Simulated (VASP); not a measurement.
HfO2, 6 atoms in the cell. The structure is tetragonal, space group P4_2/nmc (No. 137). The conventional cell has a = 3.604 Å, b = 3.604 Å, c = 5.264 Å, α = 90.00°, β = 90.00°, γ = 90.00°. Hf (site symmetry -4m2) has 8 O at 2.07 to 2.42 Å within 2.7 Å. O (site symmetry 2mm) has 4 Hf at 2.07 to 2.42 Å and 6 O at 2.62 to 2.63 Å within 2.7 Å. 

| Item | Value |
| --- | --- |
| Program | VASP 6.6.1 |
| Task | single point |
| Functional | PBE |
| Potentials or basis | VASP PAW PBE potentials, release 64 (Hf_pv, O) |
| Cutoff | 520 eV |
| k mesh | 6 × 6 × 4 |
| Occupations | gaussian, width 0.02 eV |
| Spin | no spin polarisation |
| Dipole correction | no |
| Further INCAR settings | ALGO = Normal; EDIFF = 1e-06; NBANDS = 31 |

Potentials or basis: VASP PAW PBE potentials, release 64 (Hf_pv, O).

Launch:

```sh
$ cat potpaw_PBE.64/Hf_pv/POTCAR potpaw_PBE.64/O/POTCAR > POTCAR
$ mpirun -np 1 vasp_std > vasp.out
```

Hardware: 1 thread of Intel(R) Xeon(R) Platinum 8488C (Sapphire Rapids), on a shared host.

**Question.** How long does it take, and how much memory?

**Answer.** Run time: 44 s on 1 thread of Intel(R) Xeon(R) Platinum 8488C (Sapphire Rapids), on a shared host, peak memory 0.21 GiB. Counts: scf iterations 14, k points 30.
